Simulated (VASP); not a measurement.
A run of VASP 6.6.1 is set up as follows.

The input INCAR:

```
SYSTEM = Si
PREC = Accurate ; ENCUT = 520
EDIFF = 1E-7 ; ISMEAR = 0
SIGMA = 0.05 ; LREAL = Auto
LASPH = .True. ; NELM = 80
ALGO = Normal ; ISIF = 2
LWAVE = .False. ; LCHARG = .True.
GGA = PE ; IVDW = 12
LELF = .True. ; LVHAR = .True.
NBANDS = 48
```

File KPOINTS:

```
regular mesh
0
Gamma
  2 2 2
  0 0 0
```

File POSCAR:

```
Si
1.0
    0.0000000000      5.4300000000      5.4300000000
    5.4300000000      0.0000000000      5.4300000000
    5.4300000000      5.4300000000      0.0000000000
Si
17
Direct
    0.0128950276     -0.0042576427     -0.0035506446
    0.1238805709      0.1159870166      0.1364356354
    0.0045155617     -0.0167846225      0.5081032228
    0.1509954880      0.1164337937      0.6186962247
   -0.0105573665      0.4894802026      0.0322965930
    0.1245440147      0.6243478821      0.1357406998
    0.0050833333      0.5049616022      0.5074995396
    0.1138805709      0.6141026703      0.6583730203
    0.4952241252     -0.0043055249     -0.0035651934
    0.6428462247      0.1428499079      0.0717863720
    0.5178267035      0.0173125230      0.4470101289
    0.6145711786      0.1160400552      0.6185934622
    0.4959142726      0.5130687845     -0.0045319521
    0.6158999079      0.6241465009      0.1357949355
    0.4827769797      0.5049289134      0.5076246777
    0.6164748619      0.6504295580      0.6176337937
    0.7759999079      0.2748017495      0.6728925414
```

Potentials or basis: VASP PAW PBE potentials, release 64 (Si).

The run is started by

```sh
$ cat potpaw_PBE.64/Si/POTCAR > POTCAR
$ mpirun -np 1 vasp_std > vasp.out
```

Q: Estimate the largest force.

A: 0.464 eV/Å.

Q: Estimate the dispersion energy per atom.

A: -0.332 eV.

Q: Predict the band gap on the k mesh.

A: Zero (band 34 reaches 6.87 eV, above the bottom of band 35 at 6.76 eV).

Stress tensor (GPa, compression positive):
```
 1.86 -0.46  0.45
-0.46  1.80  0.45
 0.45  0.45  1.78
```

Caveat: the k points lie up to 0.50 Å⁻¹ apart.
